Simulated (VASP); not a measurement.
# Ir16CO2 in VASP: single point with PBE+D3(BJ)

Aim: the single point of Ir16CO2 with PBE+D3(BJ).

Program: VASP 6.6.1. These are calculated values, not measurements. Logs are shortened: lines on timing, memory, paths and dates and some standing lists are left out, and cuts for length are marked.

**1. The cell of the first run**

The cell holds a slab with vacuum, 19 atoms: a = 5.431 Å, b = 5.431 Å, c = 26.236 Å, α = 90.00°, β = 90.00°, γ = 90.00°.

**2. Single point, PBE+D3(BJ)**

Contents of INCAR:

```
PREC = Accurate ; ENCUT = 520
EDIFF = 1E-6 ; ISMEAR = 0
SIGMA = 0.1 ; LREAL = Auto
LASPH = True ; NELM = 60
ALGO = Normal ; ISIF = 2
LWAVE = False ; LCHARG = False
LDIPOL = True ; IDIPOL = 3
DIPOL = 0.5 0.5 0.458 ; GGA = PE
IVDW = 12 ; NBANDS = 95
```

Contents of KPOINTS:

```
regular mesh
0
Gamma
  4 4 1
```

Contents of POSCAR:

```
Ir16CO2
1.0
    5.4313155574      0.0000000000      0.0000000000
    0.0000000000      5.4313155574      0.0000000000
    0.0000000000      0.0000000000     26.2357800921
Ir O C
16 2 1
Direct
    0.2500000000      0.2500000000      0.3049270870
    0.2500000000      0.7500000000      0.3049270870
    0.7500000000      0.2500000000      0.3049270870
    0.7500000000      0.7500000000      0.3049270870
    0.5000000000      0.5000000000      0.3781194992
    0.5000000000      0.0000000000      0.3781194992
    0.0000000000      0.5000000000      0.3781194992
    0.0000000000      0.0000000000      0.3781194992
    0.7500000000      0.7500000000      0.4521938284
    0.7500000000      0.2500000000      0.4521175991
    0.2500000000      0.7500000000      0.4521175991
    0.2500000000      0.2500000000      0.4520321426
    0.0002921322      0.0002921322      0.5225418736
    0.0002921322      0.4997078678      0.5225418736
    0.4997078678      0.0002921322      0.5225418736
    0.4997078678      0.4997078678      0.5225418736
    0.7500000000      0.7500000000      0.7347026307
    0.7500000000      0.7500000000      0.6454517565
    0.7500000000      0.7500000000      0.6900973927
```

Potentials or basis: VASP PAW PBE potentials, release 64 (Ir, O, C).

The run is started by

```bash
$ cat potpaw_PBE.64/Ir/POTCAR potpaw_PBE.64/O/POTCAR potpaw_PBE.64/C/POTCAR > POTCAR
$ mpirun -np 1 vasp_std > vasp.out
```

OUTCAR:

```text
PREC = Accurate
   ENCUT = 520
   EDIFF = 1E-6
   ISMEAR = 0
   LREAL = Auto
   LASPH = True
   NELM = 60
   ISIF = 2
   GGA = PE
   IVDW = 12
 IVDW          = 12

 ion  position               nearest neighbor table
   1  0.250  0.250  0.305-   2 2.72   3 2.72   2 2.72   3 2.72   7 2.72   8 2.72   5 2.72   6 2.72

   2  0.250  0.750  0.305-   1 2.72   4 2.72   1 2.72   4 2.72   7 2.72   8 2.72   5 2.72   6 2.72

   3  0.750  0.250  0.305-   1 2.72   4 2.72   4 2.72   1 2.72   7 2.72   8 2.72   5 2.72   6 2.72

   4  0.750  0.750  0.305-   2 2.72   3 2.72   3 2.72   2 2.72   7 2.72   8 2.72   5 2.72   6 2.72

   5  0.500  0.500  0.378-   6 2.72   7 2.72   6 2.72   7 2.72   1 2.72   2 2.72   3 2.72   4 2.72
                            12 2.73  11 2.73  10 2.73   9 2.73
   6  0.500  0.000  0.378-   5 2.72   8 2.72   5 2.72   8 2.72   1 2.72   2 2.72   3 2.72   4 2.72
                            12 2.73  11 2.73  10 2.73   9 2.73
   7  0.000  0.500  0.378-   5 2.72   8 2.72   8 2.72   5 2.72   1 2.72   2 2.72   3 2.72   4 2.72
                            12 2.73  11 2.73  10 2.73   9 2.73
   8  0.000  0.000  0.378-   6 2.72   7 2.72   7 2.72   6 2.72   1 2.72   2 2.72   3 2.72   4 2.72
                            12 2.73  11 2.73  10 2.73   9 2.73
   9  0.750  0.750  0.452-  13 2.67  14 2.67  15 2.67  16 2.67  10 2.72  11 2.72  10 2.72  11 2.72
                             5 2.73   6 2.73   7 2.73   8 2.73
  10  0.750  0.250  0.452-  13 2.66  14 2.66  15 2.66  16 2.66   9 2.72   9 2.72  12 2.72  12 2.72
                             5 2.73   6 2.73   7 2.73   8 2.73
  11  0.250  0.750  0.452-  13 2.66  14 2.66  15 2.66  16 2.66   9 2.72   9 2.72  12 2.72  12 2.72
                             5 2.73   6 2.73   7 2.73   8 2.73
  12  0.250  0.250  0.452-  13 2.66  14 2.66  15 2.66  16 2.66  10 2.72  11 2.72  11 2.72  10 2.72
                             5 2.73   6 2.73   7 2.73   8 2.73
  13  0.000  0.000  0.523-  12 2.66  11 2.66  10 2.66   9 2.67  14 2.71  15 2.71  14 2.72  15 2.72

  14  0.000  0.500  0.523-  12 2.66  11 2.66  10 2.66   9 2.67  13 2.71  16 2.71  13 2.72  16 2.72

  15  0.500  0.000  0.523-  12 2.66  11 2.66  10 2.66   9 2.67  13 2.71  16 2.71  13 2.72  16 2.72

  16  0.500  0.500  0.523-  12 2.66  11 2.66  10 2.66   9 2.67  14 2.71  15 2.71  14 2.72  15 2.72

  17  0.750  0.750  0.735-  19 1.17
  18  0.750  0.750  0.645-  19 1.17
  19  0.750  0.750  0.690-  17 1.17  18 1.17

  LATTYP: Found a simple tetragonal cell.
 ALAT       =     5.4313155574
 C/A-ratio  =     4.8304650715

  Lattice vectors:

 A1 = (   5.4313155574,   0.0000000000,   0.0000000000)
 A2 = (   0.0000000000,   5.4313155574,   0.0000000000)
 A3 = (   0.0000000000,   0.0000000000,  26.2357800921)

Analysis of symmetry for initial positions (statically):
=====================================================================
 Subroutine PRICEL returns:
 Original cell was already a primitive cell.

 Routine SETGRP: Setting up the symmetry group for a
 simple tetragonal supercell.

 Subroutine GETGRP returns: Found  8 space group operations
 (whereof  2 operations were pure point group operations)
 out of a pool of 16 trial point group operations.

The static configuration has the point symmetry C_1h.
 The point group associated with its full space group is C_4v.

Analysis of symmetry for dynamics (positions and initial velocities):
=====================================================================
 Subroutine PRICEL returns:
 Original cell was already a primitive cell.

 Routine SETGRP: Setting up the symmetry group for a
 simple tetragonal supercell.

 Subroutine GETGRP returns: Found  8 space group operations
 (whereof  2 operations were pure point group operations)
 out of a pool of 16 trial point group operations.

The dynamic configuration has the point symmetry C_1h.
 The point group associated with its full space group is C_4v.

 Subroutine INISYM returns: Found  8 space group operations
 (whereof  2 operations are pure point group operations),
 and found     1 'primitive' translations

----------------------------------------------------------------------------------------

                                     Primitive cell

  volume of cell :     773.9342

  direct lattice vectors                    reciprocal lattice vectors
     5.431315557  0.000000000  0.000000000     0.184117455  0.000000000  0.000000000
     0.000000000  5.431315557  0.000000000     0.000000000  0.184117455  0.000000000
     0.000000000  0.000000000 26.235780092     0.000000000  0.000000000  0.038115886

  length of vectors
     5.431315557  5.431315557 26.235780092     0.184117455  0.184117455  0.038115886

  position of ions in fractional coordinates (direct lattice)
     0.250000000  0.250000000  0.304927087
     0.250000000  0.750000000  0.304927087
     0.750000000  0.250000000  0.304927087
     0.750000000  0.750000000  0.304927087
     0.500000000  0.500000000  0.378119499
     0.500000000  0.000000000  0.378119499
[... 11 lines left out ...]
     0.750000000  0.750000000  0.645451757
     0.750000000  0.750000000  0.690097393

  ion indices of the primitive-cell ions
   primitive index   ion index
                 1           1
                 2           2
                 3           3
                 4           4
                 5           5
                 6           6
[... 11 lines left out ...]
                18          18
                19          19

----------------------------------------------------------------------------------------

 KPOINTS: regular mesh

Automatic generation of k-mesh.
 Grid dimensions read from file:
 generate k-points for:    4    4    1

 Generating k-lattice:

  Cartesian coordinates                     Fractional coordinates (reciprocal lattice)
     0.046029364  0.000000000  0.000000000     0.250000000  0.000000000  0.000000000
     0.000000000  0.046029364  0.000000000     0.000000000  0.250000000  0.000000000
     0.000000000  0.000000000  0.038115886     0.000000000  0.000000000  1.000000000

  Length of vectors
     0.046029364  0.046029364  0.038115886

  Shift w.r.t. Gamma in fractional coordinates (k-lattice)
     0.000000000  0.000000000  0.000000000

 Subroutine IBZKPT returns following result:
 ===========================================

 Found      6 irreducible k-points:

 Following reciprocal coordinates:
            Coordinates               Weight
  0.000000  0.000000  0.000000      1.000000
  0.250000  0.000000  0.000000      4.000000
  0.500000  0.000000  0.000000      2.000000
  0.250000  0.250000  0.000000      4.000000
  0.500000  0.250000  0.000000      4.000000
  0.500000  0.500000  0.000000      1.000000
   k-points           NKPTS =      6   k-points in BZ     NKDIM =      6   number of bands    NBANDS=     95
   number of dos      NEDOS =    301   number of ions     NIONS =     19
   total plane-waves  NPLWV = 313600
   dimension x,y,z NGX =    40 NGY =   40 NGZ =  196
   dimension x,y,z NGXF=    80 NGYF=   80 NGZF=  392
   ions per type =              16   2   1
   NGX,Y,Z   is equivalent  to a cutoff of  12.24, 12.24, 12.42 a.u.
   NGXF,Y,Z  is equivalent  to a cutoff of  24.49, 24.49, 24.84 a.u.
 SYSTEM =  unknown system
   PREC   = accura    normal or accurate (medium, high low for compatibility)
   ISTART =      0    job   : 0-new  1-cont  2-samecut
   ICHARG =      2    charge: 1-file 2-atom 10-const
   ISPIN  =      1    spin polarized calculation?
   LNONCOLLINEAR =      F non collinear calculations
   LSORBIT =      F    spin-orbit coupling
   LASPH  =      T    aspherical Exc in radial PAW
   ENCUT  =  520.0 eV  38.22 Ry    6.18 a.u.  10.10 10.10 48.78*2*pi/ulx,y,z
   NELM   =     60;   NELMIN=  2; NELMDL= -5     # of ELM steps
   EDIFF  = 0.1E-05   stopping-criterion for ELM
   LREAL  =      T    real-space projection
   EDIFFG = 0.1E-04   stopping-criterion for IOM
   NSW    =      0    number of steps for IOM
   IBRION =     -1    ionic relax: 0-MD 1-quasi-New 2-CG
   NFREE  =      0    steps in history (QN), initial steepest desc. (CG)
   ISIF   =      2    stress and relaxation
   ISYM   =      2    0-nonsym 1-usesym 2-fastsym
   POTIM  = 0.5000    time-step for ionic-motion
   TEBEG  =    0.0;   TEEND  =   0.0 temperature during run
   PSTRESS=    0.0 pullay stress
   NELECT =     160.0000    total number of electrons
   NUPDOWN=      -1.0000    fix difference up-down
   EMIN   =  10.00;   EMAX   =-10.00  energy-range for DOS
   EFERMI =   0.00;   METHOD = LEGACY
   ISMEAR =     0;   SIGMA  =   0.10  broadening in eV -4-tet -1-fermi 0-gaus
   EFERMI_NEDOS =   21; number of points for ismear=-14 and -15
   IALGO  =     38    algorithm
   IMIX   =      4    mixing-type and parameters
     AMIX     =   0.40;   BMIX     =  1.00
     AMIX_MAG =   1.60;   BMIX_MAG =  1.00
  volume/ion in A,a.u.               =      40.73       274.88
  Fermi-wavevector in a.u.,A,eV,Ry     =   0.968011  1.829275 12.749266  0.937045
  Thomas-Fermi vector in A             =   2.097944
   LORBIT       =      0    0 simple, 1 ext, 2 COOP (PROOUT), +10 PAW based schemes
   GGA     = PE    functional components
   LHFCALC =     F    Hartree Fock is set to
   AEXX    =    0.0000 exact exchange contribution
   IVDW    =    12    specifies the selected vdW correction
   LEPSILON=     F    determine dielectric tensor
   LRPA    =     F    only Hartree local field effects (RPA)
 non-spin polarized calculation
 Gauss-broadening in eV      SIGMA  =   0.10
  energy-cutoff  :      520.00
  volume of cell :      773.93
 maximum number of plane-waves:     20876
   NGX = 21   NGY = 21   NGZ = 97

 dipolmoment           0.000000      0.000000      0.056527 electrons x Angstroem

 number of electron     159.9999964 magnetization

 dipolmoment           0.000000      0.000000     -0.017444 electrons x Angstroem

 Free energy of the ion-electron system (eV)
  ---------------------------------------------------
  ext. energy  EPLUGINS =         0.00000000
  ---------------------------------------------------
  free energy    TOTEN  =      -153.58181612 eV

  energy without entropy =     -153.47241772  energy(sigma->0) =     -153.52711692

 E-fermi :  -0.5707     XC(G=0):  -5.4725

 val. band max:       -0.5819912864   @ k =   0.2500   0.0000   0.0000
 cond. band min:      -0.5506420165   @ k =   0.2500   0.0000   0.0000
 fundamental gap:      0.0313492699
 Fermi energy:        -0.5707291243

 k-point     1 :       0.0000    0.0000    0.0000
  band No.  band energies     occupation
      1     -24.6355      2.00000
      2     -23.6256      2.00000
      3     -10.8334      2.00000
      4      -9.1879      2.00000
      5      -8.9124      2.00000
      6      -8.0951      2.00000
[... 84 lines left out ...]
     91       0.9059      0.00000
     92       0.9125      0.00000

 k-point     2 :       0.2500    0.0000    0.0000
  band No.  band energies     occupation
      1     -24.6353      2.00000
      2     -23.6255      2.00000
      3     -10.4089      2.00000
      4      -9.1833      2.00000
      5      -8.5761      2.00000
      6      -8.3493      2.00000
[... 369 lines left out ...]
     91       0.4459      0.00000
     92       0.4482      0.00000

 k-point     6 :       0.5000    0.5000    0.0000
  band No.  band energies     occupation
      1     -24.6350      2.00000
      2     -23.6254      2.00000
      3      -9.1801      2.00000
      4      -8.1113      2.00000
      5      -8.1113      2.00000
      6      -8.0443      2.00000
[... 84 lines left out ...]
     91       0.2961      0.00000
     92       0.3193      0.00000
 [bands above 92 left out]

------------------------ aborting loop because EDIFF is reached ----------------------------------------

 vacuum level on the upper side and lower side of the slab       (xc-potential included)        -0.058         0.047

 Edisp (eV)   -8.33532

 E8    (eV) :    -4.0127

  FORCE on cell =-STRESS in cart. coord.  units (eV):
  Direction    XX          YY          ZZ          XY          YZ          ZX
  --------------------------------------------------------------------------------------
  -------------------------------------------------------------------------------------
  Total     -16.35901   -16.35901    -3.53262     0.00000    -0.00000     0.00000
  in kB     -33.86597   -33.86597    -7.31312     0.00000    -0.00000     0.00000
  external pressure =      -25.02 kB  Pullay stress =        0.00 kB

 VOLUME and BASIS-vectors are now :
 -----------------------------------------------------------------------------
  energy-cutoff  :      520.00
  volume of cell :      773.93
      direct lattice vectors                 reciprocal lattice vectors
     5.431315557  0.000000000  0.000000000     0.184117455  0.000000000  0.000000000
     0.000000000  5.431315557  0.000000000     0.000000000  0.184117455  0.000000000
     0.000000000  0.000000000 26.235780092     0.000000000  0.000000000  0.038115886

 POSITION                                       TOTAL-FORCE (eV/Angst)
 -----------------------------------------------------------------------------------
      1.35783      1.35783      8.00000         0.000000     -0.000000      0.695932
      1.35783      4.07349      8.00000         0.000000     -0.000000      0.688103
      4.07349      1.35783      8.00000         0.000000     -0.000000      0.688103
      4.07349      4.07349      8.00000         0.000000     -0.000000      0.694870
      2.71566      2.71566      9.92026        -0.000341     -0.000341     -0.721867
      2.71566      0.00000      9.92026        -0.000341      0.000341     -0.721867
[... 11 lines left out ...]
      4.07349      4.07349     16.93393         0.000000     -0.000000     -0.632463
      4.07349      4.07349     18.10524         0.000000     -0.000000      0.000791
 -----------------------------------------------------------------------------------
    total drift:                                0.000000      0.000000      0.006925

  FREE ENERGIE OF THE ION-ELECTRON SYSTEM (eV)
  ---------------------------------------------------
  free  energy   TOTEN  =      -161.9171360253 eV

  energy  without entropy=     -161.8077376268  energy(sigma->0) =     -161.86243683

 vacuum level on the upper side and lower side of the slab         4.937         5.044
```

Run time: 42 min. Hardware: 1 thread of Intel Xeon 8259CL, shared host; peak memory 0.82 GiB.

Results:

* Free energy: -161.9171 eV
* Largest force: 0.722 eV/Å
* Band gap on the k mesh: zero (bands 80 and 81 overlap by 0.84 eV)
* Dispersion energy per atom: -0.439 eV

Forces on the atoms (eV/Å):
```
Ir   0.000  0.000  0.696
Ir   0.000  0.000  0.688
Ir   0.000  0.000  0.688
Ir   0.000  0.000  0.695
Ir   0.000  0.000 -0.722
Ir   0.000  0.000 -0.722
Ir   0.000  0.000 -0.722
Ir   0.000  0.000 -0.722
Ir   0.000  0.000 -0.012
Ir   0.000  0.000 -0.014
Ir   0.000  0.000 -0.014
Ir   0.000  0.000 -0.016
Ir   0.001  0.001  0.042
Ir   0.001 -0.001  0.042
Ir  -0.001  0.001  0.042
Ir  -0.001 -0.001  0.042
O    0.000  0.000  0.639
O    0.000  0.000 -0.632
C    0.000  0.000  0.001
```

Levels at points of the mesh, in eV from the Fermi level:
| k point | band 77 | band 78 | band 79 | band 80 | band 81 | band 82 |
| --- | --- | --- | --- | --- | --- | --- |
| (0.00, 0.00, 0.00) | 0.15 | 0.21 | 0.54 | 0.54 | 0.80 | 0.80 |
| (0.50, 0.00, 0.00) | -0.22 | -0.21 | 0.14 | 0.14 | 0.16 | 0.16 |
| (0.50, 0.50, 0.00) | -1.15 | -1.15 | -1.15 | -1.13 | -0.30 | -0.30 |

Caveat: spin-orbit coupling is left out, which moves the levels of the heavy elements.

The gap in the log of VASP goes by the Fermi energy; the results here count the filled bands.